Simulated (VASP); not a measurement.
Se:

```xyz
1
Lattice="2.8106 0.0000 0.0000 0.0000 2.8106 0.0000 0.0000 0.0000 2.8106" Properties=species:S:1:pos:R:3 pbc="T T T"
Se    0.0000    0.0000    0.0000
```

```yaml
Program: VASP 6.6.1
Task: relaxation of cell and atoms
Functional: revPBE
Potentials_or_basis: VASP PAW PBE potentials, release 64 (Se)
Cutoff: 600 eV
k_mesh: 9 × 9 × 9
Occupations: fermi-dirac, width 0.05 eV
Spin: no spin polarisation
```

At the start: pressure 3.3 GPa; volume 22.20 Å³/atom.

Q: How do energy, volume and symmetry change on relaxing?

A: Over 3 steps the energy falls by 10.3 meV/atom and the volume is 23.25 Å³/atom (+4.7 %); space group Pm-3m (No. 221, to 0.05 Å).

Step by step:
| step | energy change (eV) | largest force (eV/Å) | pressure (GPa) | volume (Å³) |
| --- | --- | --- | --- | --- |
| 1 | 0.0000 | 0.0000 | 3.30 | 22.20 |
| 2 | -0.0086 | 0.0000 | -1.21 | 23.70 |
| 3 | -0.0103 | 0.0000 | 0.01 | 23.25 |

Final structure:
```
Se
1.0
     2.85394    0.00000    0.00000
     0.00000    2.85394    0.00000
     0.00000    0.00000    2.85394
Se
1
Direct
  0.00000 0.00000 0.00000
```

Caveat: the PAW data sets were made with another functional, which shifts forces and pressure a little.
